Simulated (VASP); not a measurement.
As, 2 atoms in the cell. The structure is trigonal, space group R-3m (No. 166). The conventional cell has a = 3.762 Å, b = 3.762 Å, c = 10.542 Å, α = 90.00°, β = 90.00°, γ = 120.00°. As (site symmetry 3m) has 6 As at 2.51 to 3.14 Å within 3.3 Å. 

- Program: VASP 6.6.1
- Task: single point
- Functional: PBE
- Potentials or basis: VASP PAW PBE potentials, release 64 (As_d)
- Cutoff: 600 eV
- k mesh: 9 × 9 × 9
- Occupations: gaussian, width 0.027 eV
- Spin: no spin polarisation
- Dipole correction: no
- Second run: valence_matched
- Further INCAR settings: ALGO = Normal; EDIFF = 1e-06; NBANDS = 22

Potentials or basis: VASP PAW PBE potentials, release 64 (As_d).

Command:

```sh
$ cat potpaw_PBE.64/As_d/POTCAR > POTCAR
$ mpirun -np 1 vasp_std > vasp.out
```

Hardware: 1 thread of Intel(R) Xeon(R) Platinum 8259CL CPU @ 2.50GHz (Skylake/Cascade Lake), with other jobs on the host.

Problem. Estimate the wall time of this run.

Solution. Wall time 80 s on 1 thread of Intel(R) Xeon(R) Platinum 8259CL CPU @ 2.50GHz (Skylake/Cascade Lake) (shared host), peak memory 0.24 GiB. Counts: scf iterations 11, k points 85.
